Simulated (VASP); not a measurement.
Here is a VASP 6.6.1 calculation.

Contents of INCAR:

```
PREC = Accurate
ENCUT = 520
EDIFF = 1E-6
ISMEAR = 0
SIGMA = 0.1
LREAL = F
LASPH = T
NELM = 60
ALGO = Fast
ISIF = 2
LWAVE = F
LCHARG = F
GGA = PE
NBANDS = 24
```

Contents of KPOINTS:

```
Automatic mesh
0
Gamma
  18 18 18
```

POSCAR

```
BiPd2
1.0
   -1.8109812459      1.8109812459      4.3640091006
    1.8109812459     -1.8109812459      4.3640091006
    1.8109812459      1.8109812459     -4.3640091006
Bi Pd
1 2
Direct
    0.0000000000      0.0000000000      0.0000000000
    0.6695868309      0.6695868309      0.0000000000
    0.3304131691      0.3304131691      0.0000000000
```

Potentials or basis: VASP PAW PBE potentials, release 64 (Bi_d, Pd).

Launch:

```console
$ cat potpaw_PBE.64/Bi_d/POTCAR potpaw_PBE.64/Pd/POTCAR > POTCAR
$ mpirun -np 1 vasp_std > vasp.out
```

(1) Estimate the band gap on the k mesh.

(2) Estimate the pressure.

## Answers

(1) zero (an odd number of electrons rules out a gap without spin polarisation).

(2) 0.0 GPa.

Caveat: spin-orbit coupling is left out, which moves the levels of the heavy elements.
